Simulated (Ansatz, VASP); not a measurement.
**Two plane-wave programs on Fe**

File POSCAR:

```
Fe
1.0
    3.2876204550      0.0000000000      0.0000000000
   -1.6438102275      2.8471628321      0.0000000000
    0.0000000000      0.0000000000      5.4334584586
Fe
2
Direct
    0.3333333333      0.6666666667      0.2500000000
    0.6666666667      0.3333333333      0.7500000000
```

INCAR.step1

```
PREC = Accurate
ENCUT = 520
ISMEAR = 0
SIGMA = 0.1
LREAL = False
LASPH = True
NELM = 150
ISPIN = 2
MAGMOM = 4 4
LMAXMIX = 4
NBANDS = 19
GGA = PE
ALGO = Normal
EDIFF = 1E-4
LWAVE = True
LCHARG = False
```

Contents of INCAR.step2:

```
PREC = Accurate
ENCUT = 520
EDIFF = 1E-6
ISMEAR = 0
SIGMA = 0.1
LREAL = False
LASPH = True
NELM = 150
ALGO = Normal
ISIF = 2
LWAVE = False
LCHARG = False
ISPIN = 2
MAGMOM = 4 4
LORBIT = 11
LMAXMIX = 4
METAGGA = R2SCAN
LMIXTAU = True
NBANDS = 19
ISTART = 1
```

Contents of KPOINTS:

```
regular mesh
0
Gamma
  6 6 4
```

Input for Ansatz:

```yaml
crystal:
  lattice:
    - [3.287620455, 0.0, 0.0]
    - [-1.6438102275, 2.8471628321, 0.0]
    - [0.0, 0.0, 5.4334584586]
  atoms:
    - { symbol: Fe, position: [0.3333333333, 0.6666666667, 0.25], spin: 4.0 }
    - { symbol: Fe, position: [0.6666666667, 0.3333333333, 0.75], spin: 4.0 }
basis:
  ecutwfc: 500
kpoints:
  mp_grid: { grid: [6, 6, 4] }
hamiltonian:
  xc: r2scan
scf:
  occupations: { method: gaussian, width: 0.1 }
  lower_state_search: "off"
output:
  forces: true
  stress: true
  eigenvalues: true
  populations: true
magnetization:
  spin_polarized: true
```

Alike in both runs: task single point; functional r2SCAN; k mesh 6 × 6 × 4; occupations gaussian, width 0.1 eV; collinear spin.

|  | VASP | Ansatz |
| --- | --- | --- |
| version | VASP 6.6.1 | Ansatz 0.2.0 |
| potentials or method | VASP PAW PBE potentials, release 64 (Fe), cutoff 520 eV | scalar-relativistic, plane waves, PAW |
| valence electrons in the cell | 16 | 32 |

|  | VASP | Ansatz | Ansatz less VASP |
| --- | --- | --- | --- |
| gap on the k mesh at the Fermi level (eV) | none | none | - |
| pressure (GPa) | -21.8 | -22.0 | -0.20 |
| traceless stress, the component that is largest in VASP (GPa) | 1.40 | 1.22 | -0.184 |
| net moment per atom (μB) | 3.44 | 3.46 | +0.028 |
| size of the moment on the site where the two differ most (μB) | 3.50 | 3.58 | +0.082 |

VASP's potentials were made for PBE, not for r2SCAN. Site moments also hang on the region over which each program counts them. A gap of «none» marks a metal or a gap that the smearing closes. VASP's potentials hold 16 valence electrons a cell and Ansatz's 32, so a difference there can come from the potentials and not from the codes. Ansatz's warnings: stability check not made.

The k mesh is coarse, so the values compare programs but aren't converged.
